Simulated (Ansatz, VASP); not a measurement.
# One calculation of Pt, two programs

Contents of INCAR:

```
PREC     = Accurate       # precision mode
ENCUT    = 500            # plane-wave cutoff, eV
EDIFF    = 1E-6           # SCF threshold, eV
ISMEAR   = 0              # smearing method
SIGMA    = 0.1            # smearing width, eV
LREAL    = False          # projectors in reciprocal space
LASPH    = True           # aspherical terms in the spheres
NELM     = 120            # most SCF steps
ALGO     = Normal         # electronic algorithm
ISIF     = 2              # what is computed and relaxed
LWAVE    = False          # write WAVECAR
LCHARG   = True           # write CHGCAR
GGA      = PE             # functional
LELF     = True           # ELF
LVHAR    = True         
NBANDS   = 11             # bands
GGA_COMPAT= False
```

File KPOINTS:

```
regular mesh
0
Gamma
  8 8 8
```

The input POSCAR:

```
Pt
1.0
   -1.5842200000      1.5842200000      1.5842200000
    1.5842200000     -1.5842200000      1.5842200000
    1.5842200000      1.5842200000     -1.5842200000
Pt
1
Direct
    0.0000000000      0.0000000000      0.0000000000
```

Input for Ansatz:

```yaml
crystal:
  lattice:
    - [-1.58422, 1.58422, 1.58422]
    - [1.58422, -1.58422, 1.58422]
    - [1.58422, 1.58422, -1.58422]
  atoms:
    - { symbol: Pt, position: [0.0, 0.0, 0.0] }
basis:
  ecutwfc: 420
kpoints:
  mp_grid: { grid: [8, 8, 8] }
hamiltonian:
  xc: pbe
  pseudopotentials: { kind: paw, azcp: { folder: soft_1 } }
scf:
  occupations: { method: gaussian, width: 0.1 }
output:
  forces: true
  stress: true
  eigenvalues: true
```

Alike in both runs: task single point; functional PBE; k mesh 8 × 8 × 8; occupations gaussian, width 0.1 eV; no spin polarisation.

|  | VASP | Ansatz |
| --- | --- | --- |
| version | VASP 6.6.1 | Ansatz 0.2.0 |
| potentials or method | VASP PAW PBE potentials, release 64 (Pt), cutoff 500 eV | scalar-relativistic, plane waves, PAW |
| valence electrons in the cell | 10 | 18 |

|  | VASP | Ansatz | Ansatz less VASP |
| --- | --- | --- | --- |
| gap on the k mesh at the Fermi level (eV) | none | none | - |
| pressure (GPa) | 0.0 | 0.4 | +0.40 |

A gap of «none» marks a metal or a gap that the smearing closes. VASP's potentials hold 10 valence electrons a cell and Ansatz's 18, so a difference there can come from the potentials and not from the codes.

Spin-orbit coupling is off throughout.
